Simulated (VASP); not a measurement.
# AlN (P6_3mc) in VASP: further runs, part 3 of 3

VASP 6.6.1. The steps go on from the part before.

**6. Relaxation of cell and atoms, BLYP+D4**

This run uses another cell than the first one, of 10.45 Å³/atom.

File INCAR:

```
SYSTEM = AlN
AGGAC    = 1.0          
AGGAX    = 1.0          
ALDAC    = 0.0          
ALDAX    = 1.0          
ALGO     = Normal         ! electronic algorithm
EDIFF    = 1E-6           ! SCF threshold, eV
EDIFFG   = -0.01          ! ionic threshold
ENCUT    = 600            ! plane-wave cutoff, eV
GGA      = B5             ! functional
IBRION   = 2              ! ionic algorithm
ISIF     = 3              ! what is computed and relaxed
ISMEAR   = -1             ! smearing method
IVDW     = 13             ! dispersion correction
LASPH    = .TRUE.         ! aspherical terms in the spheres
LCHARG   = .FALSE.        ! write CHGCAR
LREAL    = .FALSE.        ! projectors in reciprocal space
LWAVE    = .FALSE.        ! write WAVECAR
NELM     = 80             ! most SCF steps
NSW      = 60             ! ionic steps
PREC     = Accurate       ! precision mode
SIGMA    = 0.05           ! smearing width, eV
VDW_A1   = 0.44488865   
VDW_A2   = 4.0933009    
VDW_S6   = 1.0          
VDW_S8   = 2.34076671
```

File KPOINTS:

```
k-points
0
G
  10 10 6
  0 0 0
```

File POSCAR:

```
AlN
1.0
    3.1130000000      0.0000000000      0.0000000000
   -1.5565000000      2.6959370820      0.0000000000
    0.0000000000      0.0000000000      4.9810000000
Al N
2 2
Direct
    0.6666666667      0.3333333333      0.5000000000
    0.3333333333      0.6666666667      0.0000000000
    0.6666666667      0.3333333333      0.8800000000
    0.3333333333      0.6666666667      0.3800000000
```

Potentials or basis: VASP PAW PBE potentials, release 64 (Al, N).

Run with:

```bash
cat potpaw_PBE.64/Al/POTCAR potpaw_PBE.64/N/POTCAR > POTCAR
mpirun -np 1 vasp_std > vasp.out
```

OUTCAR:

```text
SYSTEM = AlN
   EDIFF = 1E-6
   EDIFFG = -0.01
   ENCUT = 600
   GGA = B5
   IBRION = 2
   ISIF = 3
   ISMEAR = -1
   IVDW = 13
   LASPH = .TRUE.
   LREAL = .FALSE.
   NELM = 80
   NSW = 60
   PREC = Accurate

 ion  position               nearest neighbor table
   1  0.667  0.333  0.500-   3 1.89   4 1.89   4 1.89   4 1.89   2 3.07   2 3.07   2 3.07   2 3.07
                             2 3.07   2 3.07
   2  0.333  0.667  0.000-   4 1.89   3 1.89   3 1.89   3 1.89   1 3.07   1 3.07   1 3.07   1 3.07
                             1 3.07   1 3.07
   3  0.667  0.333  0.880-   1 1.89   2 1.89   2 1.89   2 1.89
   4  0.333  0.667  0.380-   2 1.89   1 1.89   1 1.89   1 1.89

  LATTYP: Found a hexagonal cell.
 ALAT       =     3.1130000000
 C/A-ratio  =     1.6000642467

  Lattice vectors:

 A1 = (   3.1130000000,   0.0000000000,   0.0000000000)
 A2 = (  -1.5565000000,   2.6959370820,   0.0000000000)
 A3 = (   0.0000000000,   0.0000000000,   4.9810000000)

Analysis of symmetry for initial positions (statically):
=====================================================================
 Subroutine PRICEL returns:
 Original cell was already a primitive cell.

 Routine SETGRP: Setting up the symmetry group for a
 hexagonal supercell.

 Subroutine GETGRP returns: Found 12 space group operations
 (whereof  6 operations were pure point group operations)
 out of a pool of 24 trial point group operations.

The static configuration has the point symmetry C_3v.
[... 165 lines left out ...]
  ---------------------------------------------------
  free energy    TOTEN  =       -27.85251600 eV

  energy without entropy =      -27.85251600  energy(sigma->0) =      -27.85251600

------------------------ aborting loop because EDIFF is reached ----------------------------------------

  DFT-D4 for vdW energy calculation

  Edisp (eV):   -2.34475
[... 117 lines left out ...]
--------------------------------------- Ionic step        4  -------------------------------------------

 number of electron      15.9999999 magnetization

 Free energy of the ion-electron system (eV)
  ---------------------------------------------------
  ext. energy  EPLUGINS =         0.00000000
  ---------------------------------------------------
  free energy    TOTEN  =       -27.82527431 eV

  energy without entropy =      -27.82527431  energy(sigma->0) =      -27.82527431

 E-fermi :   7.6128     XC(G=0): -10.3361

 val. band max:        6.6540382269   @ k =   0.0000   0.0000   0.0000
 cond. band min:      11.2703800872   @ k =   0.0000   0.0000   0.0000
 fundamental gap:      4.6163418603
 Fermi energy:         7.6128050080

 k-point     1 :       0.0000    0.0000    0.0000
  band No.  band energies     occupation
      1      -8.4845      2.00000
      2      -6.3464      2.00000
      3       0.7447      2.00000
      4       5.8290      2.00000
      5       5.8290      2.00000
      6       6.4656      2.00000
      7       6.4656      2.00000
      8       6.6540      2.00000
      9      11.2704      0.00000
     10      13.6465      0.00000
     11      17.5893      0.00000
     12      18.0640      0.00000
[... 331 lines left out ...]
 k-point    24 :       0.4000    0.1000    0.1667
  band No.  band energies     occupation
      1      -6.4902      2.00000
      2      -5.8269      2.00000
      3       1.3292      2.00000
      4       2.3162      2.00000
      5       3.6445      2.00000
      6       4.4125      2.00000
      7       5.2725      2.00000
      8       5.5999      2.00000
      9      12.5267      0.00000
     10      13.4488      0.00000
     11      15.8111      0.00000
     12      16.7200      0.00000

 [... further k-points ...]

------------------------ aborting loop because EDIFF is reached ----------------------------------------

  DFT-D4 for vdW energy calculation

  Edisp (eV):   -2.37784
[... 27 lines left out ...]
  FREE ENERGIE OF THE ION-ELECTRON SYSTEM (eV)
  ---------------------------------------------------
  free  energy   TOTEN  =       -30.2031126300 eV

  energy  without entropy=      -30.2031126300  energy(sigma->0) =      -30.20311263

 reached required accuracy - stopping structural energy minimisation
```

OSZICAR:

```text
N       E                     dE             d eps       ncg     rms          rms(c)
DAV:   1     0.630342110584E+02    0.63034E+02   -0.82766E+03  1344   0.133E+03
DAV:   2    -0.288201365863E+02   -0.91854E+02   -0.84716E+02  2016   0.253E+02
DAV:   3    -0.335255257904E+02   -0.47054E+01   -0.46848E+01  1772   0.605E+01
DAV:   4    -0.335686731036E+02   -0.43147E-01   -0.43132E-01  1560   0.661E+00
[... 26 lines left out ...]
   3 F= -.30203115E+02 E0= -.30203115E+02  d E =-.584551E-02
       N       E                     dE             d eps       ncg     rms          rms(c)
DAV:   1    -0.278252778212E+02    0.65476E-03   -0.10473E-04  1512   0.100E-01    0.124E-02
DAV:   2    -0.278252745116E+02    0.33096E-05   -0.97904E-06  1576   0.271E-02    0.420E-03
DAV:   3    -0.278252743090E+02    0.20253E-06   -0.70610E-07   720   0.803E-03
   4 F= -.30203113E+02 E0= -.30203113E+02  d E =-.584309E-02
```

Wall time 55 s (1 thread of Intel Xeon 6975P-C (Granite Rapids), shared host); peak memory 0.18 GiB.

Results:

* Free energy: -30.2031 eV
* Relaxed volume: 10.31 Å³/atom
* Relaxed cell: a = 3.095 Å, b = 3.095 Å, c = 4.972 Å, α = 90.00°, β = 90.00°, γ = 120.00°
* Space group after relaxing (to 0.1 Å): P6_3mc (No. 186)
* Energy gained by relaxing: 1.5 meV/atom
* Ionic steps: 4
* Pressure after relaxing: 0.0 GPa
* Largest force after relaxing: 0.006 eV/Å
* Band gap on the k mesh: 4.62 eV
* Dispersion energy per atom: -0.594 eV

Forces on the atoms (eV/Å):
```
Al   0.000  0.000  0.006
Al   0.000  0.000  0.006
N    0.000  0.000 -0.006
N    0.000  0.000 -0.006
```

Stress tensor (GPa, compression positive):
```
 0.07  0.00  0.00
 0.00  0.07  0.00
 0.00  0.00 -0.15
```

The path:
```tsv
step	energy change (eV)	largest force (eV/Å)	pressure (GPa)	volume (Å³)
1	0.0000	0.1080	-2.62	41.80
2	-0.0008	0.1114	2.48	40.78
3	-0.0058	0.0036	-0.08	41.27
4	-0.0058	0.0061	0.00	41.26
```

Final structure:
```
Al N
1.0
     3.09524    0.00000    0.00000
    -1.54762    2.68056    0.00000
     0.00000    0.00000    4.97233
Al N
2 2
Cartesian
  1.5476 0.8935 2.4834
  0.0000 1.7870 4.9696
  1.5476 0.8935 4.3784
  0.0000 1.7870 1.8922
```

Caveat: the PAW data sets were made with another functional, which shifts forces and pressure a little. A k mesh can miss the band edges.

**7. Overview**

```csv
task,level,cell,cutoff (eV),gap on the mesh (eV),pressure (GPa),largest force (eV/Å)
single point,PBE exchange alone,"a = 3.154, b = 3.154, c = 5.047 Å, angles 90.0, 90.0, 120.0°, 4 atoms, atomic positions A",520,4.18,9.7,0.10
single point,RPBE+D3(BJ),"a = 3.174, b = 3.174, c = 5.079 Å, angles 90.0, 90.0, 120.0°, 4 atoms, atomic positions A",520,3.77,-23.2,0.11
single point,PBE exchange alone,"a = 3.174, b = 3.174, c = 5.079 Å, angles 90.0, 90.0, 120.0°, 4 atoms, atomic positions A",520,4.01,6.1,0.08
single point,r2SCAN,"a = 3.107, b = 3.107, c = 4.979 Å, angles 90.0, 90.0, 120.0°, 4 atoms, atomic positions B",520,4.92,-0.4,-
relaxation of cell and atoms,BLYP+D4,"relaxed from a = 3.113, b = 3.113, c = 4.981 Å, angles 90.0, 90.0, 120.0°, 4 atoms, atomic positions A",600,4.62,0.0,0.01
```

Alike in all rows: potentials or basis VASP PAW PBE potentials, release 64 (Al, N); no spin polarisation; k mesh 10 × 10 × 6; smearing fermi-dirac 0.05 eV.

Caveats: the PAW data sets were made with another functional, which shifts forces and pressure a little (at least some runs); the cell stands under pressure (at least some runs); the cell stands under tension (at least some runs); the dispersion term is far too large for a dense solid, which distorts pressure and volume (at least some runs).

Total energies depend on the potentials used, so only differences within one code and one set of settings carry meaning.

**8. Against experiment**

Step 5. Measured gap of AlN: 6.034 eV (an exciton energy, a little under the gap; 10 K; quoted in “Self-assembly of well-separated AlN nanowires directly on sputtered metallic TiN films”, 2019, arxiv:1910.07391). This calculation gives 4.92 eV (-1.11 eV). 2 values of this kind are on record (6.034 to 6.0343 eV); this one was drawn at random. The value is that of r2SCAN on a finite k mesh, which can miss the band edges, without temperature or zero-point motion.
